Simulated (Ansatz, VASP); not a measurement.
Given: the input of a run of Ansatz 0.2.0 on C.

File input.yaml:

```yaml
crystal:
  lattice:
    - [1.2573743967, 0.7259454464, 8.4450605611]
    - [-1.2573743967, 0.7259454464, 8.4450605611]
    - [0.0, -1.4518908928, 8.4450605611]
  atoms:
    - { symbol: C, position: [0.08717308, 0.08717308, 0.08717308] }
    - { symbol: C, position: [0.75385006, 0.75385006, 0.75385006] }
    - { symbol: C, position: [0.24614994, 0.24614994, 0.24614994] }
    - { symbol: C, position: [0.91282692, 0.91282692, 0.91282692] }
kpoints:
  mp_grid: { grid: [12, 12, 12] }
scf:
  occupations: { method: fermi_dirac, width: 0.05 }
hamiltonian:
  xc: lda
  pseudopotentials: { kind: all_electron, lapw: { basis_error: 0.002 } }
output:
  forces: true
  stress: true
  eigenvalues: true
```

Potentials or basis: all-electron LAPW, scalar-relativistic.

Run with:

```console
$ ansatz run input.yaml --threads 2 --pin off --max-ram 8192MiB --backend cpu --events-out ev --progress --plain --runs-dir out
```

Set up the same calculation for VASP 6.6.1. Potentials there: VASP PAW LDA potentials, release 64 (C).

As run (the cutoff follows the program's own potentials):

INCAR

```
SYSTEM = C
PREC     = Accurate       ! precision mode
ENCUT    = 520            ! plane-wave cutoff, eV
EDIFF    = 1E-6           ! SCF threshold, eV
ISMEAR   = -1             ! smearing method
SIGMA    = 0.05           ! smearing width, eV
LREAL    = .FALSE.        ! projectors in reciprocal space
LASPH    = .TRUE.         ! aspherical terms in the spheres
NELM     = 100            ! most SCF steps
ALGO     = Normal         ! electronic algorithm
ISIF     = 2              ! what is computed and relaxed
LWAVE    = .FALSE.        ! write WAVECAR
LCHARG   = .TRUE.         ! write CHGCAR
GGA      = CA             ! functional
LELF     = .TRUE.         ! ELF
LVHAR    = .TRUE.       
NBANDS   = 16             ! bands
```

Contents of KPOINTS:

```
regular mesh
0
G
  12 12 12
  0 0 0
```

Contents of POSCAR:

```
C
1.0
    1.2573743967      0.7259454464      8.4450605611
   -1.2573743967      0.7259454464      8.4450605611
    0.0000000000     -1.4518908928      8.4450605611
C
4
Direct
    0.0871730800      0.0871730800      0.0871730800
    0.7538500600      0.7538500600      0.7538500600
    0.2461499400      0.2461499400      0.2461499400
    0.9128269200      0.9128269200      0.9128269200
```

Potentials or basis: VASP PAW LDA potentials, release 64 (C).

Launch:

```console
$ cat potpaw_LDA.64/C/POTCAR > POTCAR
$ mpirun -np 1 vasp_std > vasp.out
```

Both were run:

|  | VASP | Ansatz | Ansatz less VASP |
| --- | --- | --- | --- |
| gap on the k mesh at the Fermi level (eV) | 0.17 | 0.17 | -0.001 |
| least direct gap on the mesh (eV) | 0.17 | 0.17 | -0.001 |
| pressure (GPa) | -16.8 | -17.3 | -0.56 |
| traceless stress, the component that is largest in VASP (GPa) | 15.81 | 16.44 | +0.633 |
| rms of the force components (eV/Å) | 0.004 | 0.004 | 0.0000 |

LDA's correlation is that of Perdew and Zunger in VASP and of Perdew and Wang (1992) in Ansatz. Atom by atom the forces differ by 0.000 eV/Å (rms over components). Ansatz ran all-electron here, and VASP with PAW potentials.
